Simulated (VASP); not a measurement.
# CoW3: single point with PBEsol

The system is CoW3.

```xyz
4
Lattice="3.9840 0.0000 0.0000 0.0000 3.9840 0.0000 0.0000 0.0000 3.9840" Properties=species:S:1:pos:R:3 pbc="T T T"
W     1.9920    1.9920    0.0000
W     1.9920    0.0000    1.9920
W     0.0000    1.9920    1.9920
Co    0.0000    0.0000    0.0000
```

```json
{
  "Program": "VASP 6.6.1",
  "Task": "single point",
  "Functional": "PBEsol",
  "Potentials or basis": "VASP PAW PBE potentials, release 64 (W_sv, Co)",
  "Cutoff": "520 eV",
  "k mesh": "7 × 7 × 7",
  "Occupations": "fermi-dirac, width 0.05 eV",
  "Spin": "collinear spin, ferromagnetic start",
  "Starting moments": "[0.0, 0.0, 0.0, 2.0] μB",
  "Dipole correction": "no",
  "Further INCAR settings": "ALGO = Fast; EDIFF = 1e-06; NBANDS = 38"
}
```

```yaml
Pressure: -23.2 GPa
Net_moment: 0.00 μB per cell
Valence_electrons_inside_the_program's_atomic_spheres: W 11.96; Co 8.18
```

Levels at points of the mesh, in eV from the Fermi level:
Spin up:
| k point | band 22 | band 23 | band 24 | band 25 | band 26 | band 27 | band 28 | band 29 |
| --- | --- | --- | --- | --- | --- | --- | --- | --- |
| (0.00, 0.00, 0.00) | -0.99 | 0.31 | 0.31 | 2.61 | 2.61 | 2.61 | 2.75 | 2.75 |
Spin down:
```tsv
k point	band 21	band 22	band 23	band 24	band 25	band 26	band 27	band 28	band 29	band 30
(0.00, 0.00, 0.00)	-0.99	-0.99	0.31	0.31	2.61	2.61	2.61	2.75	2.75	2.75
```

Wall time 5.4 min on 1 thread of Intel Xeon 8259CL (shared host), peak memory 0.23 GiB.

Caveat: the cell stands under tension; the PAW data sets were made with another functional, which shifts forces and pressure a little; spin-orbit coupling is left out, which moves the levels of the heavy elements.
